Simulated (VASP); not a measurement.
# Li4NO (P4/mmm) in VASP: notebook

Aim: see how the results for Li4NO move with the level of theory and the settings. Levels: PBEsol, PBE. Tasks: single point.

Everything below comes from runs of VASP 6.6.1. Logs are shortened: lines on timing, memory, paths and dates and some standing lists are left out, and cuts for length are marked.

### 1 The cell of the first run

Symmetry: P4/mmm, No. 123, tetragonal system. The conventional cell has a = 3.313 Å, b = 3.313 Å, c = 4.937 Å, α = 90.00°, β = 90.00°, γ = 90.00°. Within 2.7 Å of O (site symmetry 4/mmm) lie 8 Li at 2.03 Å. Within 2.8 Å of N (site symmetry 4/mmm) lie 8 Li at 2.11 Å. Li (site symmetry 2mm) has 2 O at 2.03 Å and 2 N at 2.11 Å and 6 Li at 2.33 to 2.60 Å within 2.7 Å.

### 2 Single point, PBEsol

INCAR reads:

```
PREC = Accurate
ENCUT = 520
EDIFF = 1E-7
ISMEAR = -1
SIGMA = 0.05
LREAL = False
LASPH = True
NELM = 60
ALGO = Normal
ISIF = 2
LWAVE = False
LCHARG = False
GGA = PS
NBANDS = 20
```

KPOINTS reads:

```
regular mesh
0
Gamma
  13 13 9
```

POSCAR reads:

```
Li4NO
1.0
    3.3128660000      0.0000000000      0.0000000000
    0.0000000000      3.3128660000      0.0000000000
    0.0000000000      0.0000000000      4.9365180000
O N Li
1 1 4
Direct
    0.5000000000      0.5000000000      0.5000000000
    0.0000000000      0.0000000000      0.0000000000
    0.5000000000      0.0000000000      0.2638480000
    0.0000000000      0.5000000000      0.7361520000
    0.5000000000      0.0000000000      0.7361520000
    0.0000000000      0.5000000000      0.2638480000
```

Potentials or basis: VASP PAW PBE potentials, release 64 (O, N, Li_sv).

Started as:

```
$ cat potpaw_PBE.64/O/POTCAR potpaw_PBE.64/N/POTCAR potpaw_PBE.64/Li_sv/POTCAR > POTCAR
$ mpirun -np 1 vasp_std > vasp.out
```

OUTCAR:

```text
PREC = Accurate
   ENCUT = 520
   EDIFF = 1E-7
   ISMEAR = -1
   LREAL = False
   LASPH = True
   NELM = 60
   ISIF = 2
   GGA = PS

 ion  position               nearest neighbor table
   1  0.500  0.500  0.500-   3 2.03   4 2.03   5 2.03   6 2.03   3 2.03   5 2.03   4 2.03   6 2.03

   2  0.000  0.000  0.000-   3 2.11   4 2.11   5 2.11   6 2.11   4 2.11   6 2.11   3 2.11   5 2.11

   3  0.500  0.000  0.264-   1 2.03   1 2.03   2 2.11   2 2.11   5 2.33   6 2.34   6 2.34   6 2.34
                             6 2.34
   4  0.000  0.500  0.736-   1 2.03   1 2.03   2 2.11   2 2.11   6 2.33   5 2.34   5 2.34   5 2.34
                             5 2.34
   5  0.500  0.000  0.736-   1 2.03   1 2.03   2 2.11   2 2.11   3 2.33   4 2.34   4 2.34   4 2.34
                             4 2.34
   6  0.000  0.500  0.264-   1 2.03   1 2.03   2 2.11   2 2.11   4 2.33   3 2.34   3 2.34   3 2.34
                             3 2.34

  LATTYP: Found a simple tetragonal cell.
 ALAT       =     3.3128660000
 C/A-ratio  =     1.4901049424

  Lattice vectors:

 A1 = (   3.3128660000,   0.0000000000,   0.0000000000)
 A2 = (   0.0000000000,   3.3128660000,   0.0000000000)
 A3 = (   0.0000000000,   0.0000000000,   4.9365180000)

Analysis of symmetry for initial positions (statically):
=====================================================================
 Subroutine PRICEL returns:
 Original cell was already a primitive cell.

 Routine SETGRP: Setting up the symmetry group for a
 simple tetragonal supercell.

 Subroutine GETGRP returns: Found 16 space group operations
 (whereof 16 operations were pure point group operations)
 out of a pool of 16 trial point group operations.

The static configuration has the point symmetry D_4h.

Analysis of symmetry for dynamics (positions and initial velocities):
=====================================================================
 Subroutine PRICEL returns:
 Original cell was already a primitive cell.

 Routine SETGRP: Setting up the symmetry group for a
 simple tetragonal supercell.

 Subroutine GETGRP returns: Found 16 space group operations
 (whereof 16 operations were pure point group operations)
 out of a pool of 16 trial point group operations.

The dynamic configuration has the point symmetry D_4h.

 Subroutine INISYM returns: Found 16 space group operations
 (whereof 16 operations are pure point group operations),
 and found     1 'primitive' translations

----------------------------------------------------------------------------------------

                                     Primitive cell

  volume of cell :      54.1787

  direct lattice vectors                    reciprocal lattice vectors
     3.312866000  0.000000000  0.000000000     0.301853440  0.000000000  0.000000000
     0.000000000  3.312866000  0.000000000     0.000000000  0.301853440  0.000000000
     0.000000000  0.000000000  4.936518000     0.000000000  0.000000000  0.202571934

  length of vectors
     3.312866000  3.312866000  4.936518000     0.301853440  0.301853440  0.202571934

  position of ions in fractional coordinates (direct lattice)
     0.500000000  0.500000000  0.500000000
     0.000000000  0.000000000  0.000000000
     0.500000000  0.000000000  0.263848000
     0.000000000  0.500000000  0.736152000
     0.500000000  0.000000000  0.736152000
     0.000000000  0.500000000  0.263848000

  ion indices of the primitive-cell ions
   primitive index   ion index
                 1           1
                 2           2
                 3           3
                 4           4
                 5           5
                 6           6

----------------------------------------------------------------------------------------

 KPOINTS: regular mesh

Automatic generation of k-mesh.
 Grid dimensions read from file:
 generate k-points for:   13   13    9

 Generating k-lattice:

  Cartesian coordinates                     Fractional coordinates (reciprocal lattice)
     0.023219495  0.000000000  0.000000000     0.076923077  0.000000000  0.000000000
     0.000000000  0.023219495  0.000000000     0.000000000  0.076923077  0.000000000
     0.000000000  0.000000000  0.022507993     0.000000000  0.000000000  0.111111111

  Length of vectors
     0.023219495  0.023219495  0.022507993

  Shift w.r.t. Gamma in fractional coordinates (k-lattice)
     0.000000000  0.000000000  0.000000000

 Subroutine IBZKPT returns following result:
 ===========================================

 Found    140 irreducible k-points:

 Following reciprocal coordinates:
            Coordinates               Weight
  0.000000  0.000000  0.000000      1.000000
  0.076923  0.000000  0.000000      4.000000
  0.153846  0.000000  0.000000      4.000000
  0.230769  0.000000  0.000000      4.000000
  0.307692  0.000000  0.000000      4.000000
  0.384615  0.000000  0.000000      4.000000
[... 16 lines left out ...]
  0.307692  0.307692  0.000000      4.000000
  0.384615  0.307692  0.000000      8.000000
 [... further k-points ...]
   k-points           NKPTS =    140   k-points in BZ     NKDIM =    140   number of bands    NBANDS=     20
   number of dos      NEDOS =    301   number of ions     NIONS =      6
   total plane-waves  NPLWV =  31360
   dimension x,y,z NGX =    28 NGY =   28 NGZ =   40
   dimension x,y,z NGXF=    56 NGYF=   56 NGZF=   80
   ions per type =               1   1   4
   NGX,Y,Z   is equivalent  to a cutoff of  14.05, 14.05, 13.47 a.u.
   NGXF,Y,Z  is equivalent  to a cutoff of  28.10, 28.10, 26.94 a.u.
 SYSTEM =  unknown system
   PREC   = accura    normal or accurate (medium, high low for compatibility)
   ISTART =      0    job   : 0-new  1-cont  2-samecut
   ICHARG =      2    charge: 1-file 2-atom 10-const
   ISPIN  =      1    spin polarized calculation?
   LNONCOLLINEAR =      F non collinear calculations
   LSORBIT =      F    spin-orbit coupling
   LASPH  =      T    aspherical Exc in radial PAW
   ENCUT  =  520.0 eV  38.22 Ry    6.18 a.u.   6.16  6.16  9.18*2*pi/ulx,y,z
   NELM   =     60;   NELMIN=  2; NELMDL= -5     # of ELM steps
   EDIFF  = 0.1E-06   stopping-criterion for ELM
   LREAL  =      F    real-space projection
   EDIFFG = 0.1E-05   stopping-criterion for IOM
   NSW    =      0    number of steps for IOM
   IBRION =     -1    ionic relax: 0-MD 1-quasi-New 2-CG
   NFREE  =      0    steps in history (QN), initial steepest desc. (CG)
   ISIF   =      2    stress and relaxation
   ISYM   =      2    0-nonsym 1-usesym 2-fastsym
   POTIM  = 0.5000    time-step for ionic-motion
   TEBEG  =    0.0;   TEEND  =   0.0 temperature during run
   PSTRESS=    0.0 pullay stress
   NELECT =      23.0000    total number of electrons
   NUPDOWN=      -1.0000    fix difference up-down
   EMIN   =  10.00;   EMAX   =-10.00  energy-range for DOS
   EFERMI =   0.00;   METHOD = LEGACY
   ISMEAR =    -1;   SIGMA  =   0.05  broadening in eV -4-tet -1-fermi 0-gaus
   EFERMI_NEDOS =   21; number of points for ismear=-14 and -15
   IALGO  =     38    algorithm
   IMIX   =      4    mixing-type and parameters
     AMIX     =   0.40;   BMIX     =  1.00
     AMIX_MAG =   1.60;   BMIX_MAG =  1.00
  volume/ion in A,a.u.               =       9.03        60.94
  Fermi-wavevector in a.u.,A,eV,Ry     =   1.230386  2.325092 20.597167  1.513849
  Thomas-Fermi vector in A             =   2.365236
   LORBIT       =      0    0 simple, 1 ext, 2 COOP (PROOUT), +10 PAW based schemes
   GGA     = PS    functional components
   LHFCALC =     F    Hartree Fock is set to
   AEXX    =    0.0000 exact exchange contribution
   IVDW    =     0    specifies the selected vdW correction
   LEPSILON=     F    determine dielectric tensor
   LRPA    =     F    only Hartree local field effects (RPA)
 non-spin polarized calculation
  energy-cutoff  :      520.00
  volume of cell :       54.18
 maximum number of plane-waves:      1483
 NGX is ok and might be reduce to    28
   NGX = 13   NGY = 13   NGZ = 19

 number of electron      22.9999992 magnetization

 Free energy of the ion-electron system (eV)
  ---------------------------------------------------
  ext. energy  EPLUGINS =         0.00000000
  ---------------------------------------------------
  free energy    TOTEN  =       -27.32176481 eV

  energy without entropy =      -27.30007139  energy(sigma->0) =      -27.31091810

 E-fermi :   1.4489     XC(G=0):  -9.6490

 val. band max:        1.4466216892   @ k =   0.4615   0.1538   0.3333
 cond. band min:       1.4528131451   @ k =   0.4615   0.1538   0.4444
 fundamental gap:      0.0061914560
 Fermi energy:         1.4488812142

 k-point     1 :       0.0000    0.0000    0.0000
  band No.  band energies     occupation
      1     -41.4837      2.00000
      2     -41.3964      2.00000
      3     -41.2689      2.00000
      4     -41.2071      2.00000
      5     -14.4885      2.00000
      6     -10.1986      2.00000
[... 12 lines left out ...]
     19      13.9741      0.00000
     20      14.4909      0.00000

 k-point     2 :       0.0769    0.0000    0.0000
  band No.  band energies     occupation
      1     -41.4803      2.00000
      2     -41.3936      2.00000
      3     -41.2718      2.00000
      4     -41.2096      2.00000
      5     -14.4839      2.00000
      6     -10.1841      2.00000
[... 12 lines left out ...]
     19      13.9411      0.00000
     20      14.4644      0.00000

 k-point     3 :       0.1538    0.0000    0.0000
  band No.  band energies     occupation
      1     -41.4705      2.00000
      2     -41.3850      2.00000
      3     -41.2803      2.00000
      4     -41.2173      2.00000
      5     -14.4711      2.00000
      6     -10.1433      2.00000
[... 12 lines left out ...]
     19      13.8518      0.00000
     20      14.3793      0.00000

 k-point     4 :       0.2308    0.0000    0.0000
  band No.  band energies     occupation
      1     -41.4549      2.00000
      2     -41.3714      2.00000
      3     -41.2940      2.00000
      4     -41.2294      2.00000
      5     -14.4526      2.00000
      6     -10.0846      2.00000
[... 12 lines left out ...]
     19      13.7332      0.00000
     20      14.2209      0.00000

 k-point     5 :       0.3077    0.0000    0.0000
  band No.  band energies     occupation
      1     -41.4345      2.00000
      2     -41.3536      2.00000
      3     -41.3124      2.00000
      4     -41.2459      2.00000
      5     -14.4328      2.00000
      6     -10.0205      2.00000
[... 12 lines left out ...]
     19      13.6270      0.00000
     20      13.9997      0.00000

 k-point     6 :       0.3846    0.0000    0.0000
  band No.  band energies     occupation
      1     -41.4108      2.00000
      2     -41.3345      2.00000
      3     -41.3328      2.00000
      4     -41.2656      2.00000
      5     -14.4163      2.00000
      6      -9.9661      2.00000
[... 12 lines left out ...]
     19      13.7532      0.00000
     20      13.8221      0.00000

 k-point     7 :       0.4615    0.0000    0.0000
  band No.  band energies     occupation
      1     -41.3851      2.00000
      2     -41.3592      2.00000
      3     -41.3103      2.00000
      4     -41.2874      2.00000
      5     -14.4069      2.00000
      6      -9.9348      2.00000
[... 12 lines left out ...]
     19      13.6270      0.00000
     20      14.0362      0.00000
[... 277 lines left out ...]
 k-point    20 :       0.3077    0.2308    0.0000
  band No.  band energies     occupation
      1     -41.4172      2.00000
      2     -41.3386      2.00000
      3     -41.3257      2.00000
      4     -41.2580      2.00000
      5     -14.4056      2.00000
      6      -9.9234      2.00000
[... 12 lines left out ...]
     19      13.9361      0.00000
     20      14.3229      0.00000

 k-point    21 :       0.3846    0.2308    0.0000
  band No.  band energies     occupation
      1     -41.3991      2.00000
      2     -41.3421      2.00000
      3     -41.3228      2.00000
      4     -41.2725      2.00000
      5     -14.3917      2.00000
      6      -9.8742      2.00000
[... 12 lines left out ...]
     19      14.0832      0.00000
     20      14.3863      0.00000

 k-point    22 :       0.4615    0.2308    0.0000
  band No.  band energies     occupation
      1     -41.3798      2.00000
      2     -41.3604      2.00000
      3     -41.3058      2.00000
      4     -41.2888      2.00000
      5     -14.3838      2.00000
      6      -9.8460      2.00000
[... 12 lines left out ...]
     19      14.4226      0.00000
     20      14.8390      0.00000

 k-point    23 :       0.3077    0.3077    0.0000
  band No.  band energies     occupation
      1     -41.4051      2.00000
      2     -41.3357      2.00000
      3     -41.3281      2.00000
      4     -41.2669      2.00000
      5     -14.3907      2.00000
      6      -9.8690      2.00000
[... 12 lines left out ...]
     19      13.8696      0.00000
     20      14.3864      0.00000

 k-point    24 :       0.3846    0.3077    0.0000
  band No.  band energies     occupation
      1     -41.3911      2.00000
      2     -41.3478      2.00000
      3     -41.3159      2.00000
      4     -41.2778      2.00000
      5     -14.3782      2.00000
      6      -9.8227      2.00000
[... 12 lines left out ...]
     19      14.2821      0.00000
     20      14.6260      0.00000

 [... further k-points ...]

------------------------ aborting loop because EDIFF is reached ----------------------------------------

  FORCE on cell =-STRESS in cart. coord.  units (eV):
  Direction    XX          YY          ZZ          XY          YZ          ZX
  --------------------------------------------------------------------------------------
  -------------------------------------------------------------------------------------
  Total       -1.3576054     -1.3576054     -0.8625161      0.0000000     -0.0000000      0.0000000
  in kB      -40.1472388    -40.1472388    -25.5064105      0.0000000     -0.0000000      0.0000000
  external PRESSURE =     -35.2669627 kB  Pullay stress =       0.0000000 kB

 VOLUME and BASIS-vectors are now :
 -----------------------------------------------------------------------------
  energy-cutoff  :      520.00
  volume of cell :       54.18
      direct lattice vectors                 reciprocal lattice vectors
     3.312866000  0.000000000  0.000000000     0.301853440  0.000000000  0.000000000
     0.000000000  3.312866000  0.000000000     0.000000000  0.301853440  0.000000000
     0.000000000  0.000000000  4.936518000     0.000000000  0.000000000  0.202571934

 POSITION                                       TOTAL-FORCE (eV/Angst)
 -----------------------------------------------------------------------------------
      1.65643      1.65643      2.46826        -0.000000      0.000000      0.000000
      0.00000      0.00000      0.00000        -0.000000      0.000000      0.000000
      1.65643      0.00000      1.30249         0.000000     -0.000000     -0.006715
      0.00000      1.65643      3.63403        -0.000000      0.000000      0.006715
      1.65643      0.00000      3.63403        -0.000000     -0.000000      0.006715
      0.00000      1.65643      1.30249         0.000000      0.000000     -0.006715
 -----------------------------------------------------------------------------------
    total drift:                                0.000000      0.000000      0.000000

  FREE ENERGIE OF THE ION-ELECTRON SYSTEM (eV)
  ---------------------------------------------------
  free  energy   TOTEN  =       -27.3217648052 eV

  energy  without entropy=      -27.3000713879  energy(sigma->0) =      -27.31091810
```

It took 2 min on 1 thread of Intel Xeon 8259CL, shared host; peak memory 0.27 GiB.

What came out:

* Free energy: -27.3218 eV
* Largest force: 0.007 eV/Å
* Band gap on the k mesh: zero (an odd number of electrons rules out a gap without spin polarisation)

Forces in eV/Å, atoms in the order of the input:
```
O    0.000  0.000  0.000
N    0.000  0.000  0.000
Li   0.000  0.000 -0.007
Li   0.000  0.000  0.007
Li   0.000  0.000  0.007
Li   0.000  0.000 -0.007
```

Levels at points of the mesh, in eV from the Fermi level:
| k point | band 8 | band 9 | band 10 | band 11 | band 12 | band 13 | band 14 | band 15 | band 16 | band 17 |
| --- | --- | --- | --- | --- | --- | --- | --- | --- | --- | --- |
| (0.00, 0.00, 0.00) | -1.70 | -1.70 | 0.08 | 0.33 | 0.33 | 3.97 | 5.13 | 10.41 | 10.41 | 10.74 |

Caveat: the cutoff is under 1.25 times the usual one of these potentials, so pressure, stress and relaxed cells hold a basis-set (Pulay) error; the PAW data sets were made with another functional, which shifts forces and pressure a little.

### 3 Single point, PBE

INCAR reads:

```
ALGO = Normal ; EDIFF = 1E-6
ENCUT = 520 ; GGA = PE
ISIF = 2 ; ISMEAR = 1
LASPH = T ; LCHARG = F
LREAL = F ; LWAVE = F
NBANDS = 20 ; NELM = 100
PREC = Accurate ; SIGMA = 0.05
```

KPOINTS reads:

```
k-points
0
Gamma
  11 11 8
```

POSCAR is that of step 2.

Potentials or basis: VASP PAW PBE potentials, release 64 (O, N, Li_sv).

Started as:

```
$ cat potpaw_PBE.64/O/POTCAR potpaw_PBE.64/N/POTCAR potpaw_PBE.64/Li_sv/POTCAR > POTCAR
$ mpirun -np 1 vasp_std > vasp.out
```

Wall time 81 s (1 thread of Intel Xeon 8259CL, shared host); peak memory 0.24 GiB.

It converged, with:

```
Free energy            : -26.5261 eV
Largest force          : 0.009 eV/Å
Band gap on the k mesh : zero (an odd number of electrons rules out a gap without spin polarisation)
```

Forces on the atoms (eV/Å):
```
O    0.000  0.000  0.000
N    0.000  0.000  0.000
Li   0.000  0.000 -0.009
Li   0.000  0.000  0.009
Li   0.000  0.000  0.009
Li   0.000  0.000 -0.009
```

Levels at points of the mesh, in eV from the Fermi level:
| k point | band 10 | band 11 | band 12 | band 13 | band 14 | band 15 |
| --- | --- | --- | --- | --- | --- | --- |
| (0.00, 0.00, 0.00) | 0.05 | 0.30 | 0.30 | 4.07 | 5.20 | 10.50 |
| (0.00, 0.00, 0.50) | -0.79 | 0.01 | 0.01 | 5.09 | 5.95 | 11.09 |

Caveat: the cutoff is under 1.25 times the usual one of these potentials, so pressure, stress and relaxed cells hold a basis-set (Pulay) error.

### 4 Single point, PBEsol

INCAR reads:

```
ALGO = Normal
EDIFF = 1E-6
ENCUT = 520
GGA = PS
ISIF = 2
ISMEAR = -1
LASPH = T
LCHARG = F
LREAL = F
LWAVE = F
NBANDS = 20
NELM = 100
PREC = Accurate
SIGMA = 0.05
```

KPOINTS is that of step 3.

POSCAR is that of step 3.

Started as:

```
$ cat potpaw_PBE.64/O/POTCAR potpaw_PBE.64/N/POTCAR potpaw_PBE.64/Li_sv/POTCAR > POTCAR
$ mpirun -np 1 vasp_std > vasp.out
```

Run time: 82 s. Hardware: 1 thread of Intel Xeon 8259CL, shared host; peak memory 0.24 GiB.

It converged, with:

| Quantity | Value |
| --- | --- |
| Free energy | -27.3253 eV |
| Largest force | 0.005 eV/Å |
| Band gap on the k mesh | zero (an odd number of electrons rules out a gap without spin polarisation) |

Forces on the atoms (eV/Å):
```
O    0.000  0.000  0.000
N    0.000  0.000  0.000
Li   0.000  0.000 -0.005
Li   0.000  0.000  0.005
Li   0.000  0.000  0.005
Li   0.000  0.000 -0.005
```

Levels at points of the mesh, in eV from the Fermi level:
```csv
k point,band 9,band 10,band 11,band 12,band 13,band 14,band 15,band 16
"(0.00, 0.00, 0.00)",-1.71,0.07,0.32,0.32,3.96,5.12,10.40,10.40
"(0.00, 0.00, 0.50)",-1.52,-0.77,0.03,0.03,4.99,5.87,11.00,11.00
```

Caveat: the cutoff is under 1.25 times the usual one of these potentials, so pressure, stress and relaxed cells hold a basis-set (Pulay) error; the PAW data sets were made with another functional, which shifts forces and pressure a little.

### 5 The runs side by side

```tsv
level	k mesh	smearing	gap on the mesh (eV)	largest force (eV/Å)
PBEsol	13 × 13 × 9	fermi-dirac 0.05 eV	none	0.01
PBE	11 × 11 × 8	methfessel-paxton 0.05 eV	none	0.01
PBEsol	11 × 11 × 8	fermi-dirac 0.05 eV	none	0.01
```

Alike in all rows: task single point; potentials or basis VASP PAW PBE potentials, release 64 (O, N, Li_sv); no spin polarisation; cell as given; cutoff (eV) 520.

Caveats: the cutoff is under 1.25 times the usual one of these potentials, so pressure, stress and relaxed cells hold a basis-set (Pulay) error; the PAW data sets were made with another functional, which shifts forces and pressure a little (at least some runs).

Absolute energies hang on the potentials; compare differences alone.

The gap in the log of VASP goes by the Fermi energy; the results here count the filled bands.